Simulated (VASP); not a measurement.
MgF2:

```
Mg F
1.0
     4.44997    0.00000    0.00000
     0.00000    4.45015    0.00000
     0.00000    0.00000    2.93283
Mg F
2 4
Direct
  0.50000 0.50000 0.50000
  0.00000 0.00000 0.00000
  0.80108 0.19880 0.50000
  0.19892 0.80120 0.50000
  0.30108 0.30120 0.00000
  0.69892 0.69880 0.00000
```

This cell differs from its parent crystal: strain -3.7%.

Base run:

```yaml
Program: VASP 6.6.1
Functional: r2SCAN
Potentials_or_basis: VASP PAW PBE potentials, release 64 (Mg, F)
Cutoff: 660 eV
k_mesh: 6 × 6 × 8
Occupations: gaussian, width 0.01 eV
Spin: no spin polarisation
```

Its results: band gap on the k mesh 8.88 eV; pressure 13.8 GPa; largest force 0.011 eV/Å.

Question: The run is repeated on the same cell with these changes: functional from r2SCAN to PBE; cutoff from 660 eV to 600 eV; occupations from gaussian, width 0.01 eV to fermi-dirac, width 0.02 eV. What comes out?

Answer: Band gap on the k mesh 7.95 eV; pressure 20.0 GPa; largest force 0.024 eV/Å.

Caveats: the cell stands under pressure; the PAW data sets were made with another functional, which shifts forces and pressure a little (at least some runs).

A k mesh can miss the band edges.
